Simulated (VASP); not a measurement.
MgB2:

```
Mg B
1.0
     3.08500    0.00000    0.00000
    -1.54250    2.67169    0.00000
     0.00000    0.00000    3.52300
Mg B
1 2
Direct
  0.00000 0.00000 0.00000
  0.33333 0.66667 0.50000
  0.66667 0.33333 0.50000
```

- Program: VASP 6.6.1
- Task: relaxation of cell and atoms
- Functional: LDA
- Potentials or basis: VASP PAW LDA potentials, release 64 (Mg, B)
- Cutoff: 600 eV
- k mesh: 12 × 12 × 9
- Occupations: fermi-dirac, width 0.1 eV
- Spin: no spin polarisation

At the start: pressure -8.2 GPa; volume 9.68 Å³/atom.

Q: How do energy, volume and symmetry change on relaxing?

A: Over 5 steps the energy falls by 13.9 meV/atom and the volume is 9.15 Å³/atom (-5.5 %); space group P6/mmm (No. 191, to 0.05 Å).

Step by step:
```csv
step,energy change (eV),largest force (eV/Å),pressure (GPa),volume (Å³)
1,0.0000,0.0000,-8.18,29.04
2,-0.0340,0.0000,3.34,27.01
3,-0.0399,0.0000,-0.11,27.55
4,-0.0415,0.0000,-0.01,27.47
5,-0.0416,0.0000,0.02,27.45
```

Final structure:
```
Mg B
1.0
     3.03459    0.00000    0.00000
    -1.51729    2.62803    0.00000
     0.00000    0.00000    3.44200
Mg B
1 2
Direct
  0.00000 0.00000 0.00000
  0.33333 0.66667 0.50000
  0.66667 0.33333 0.50000
```
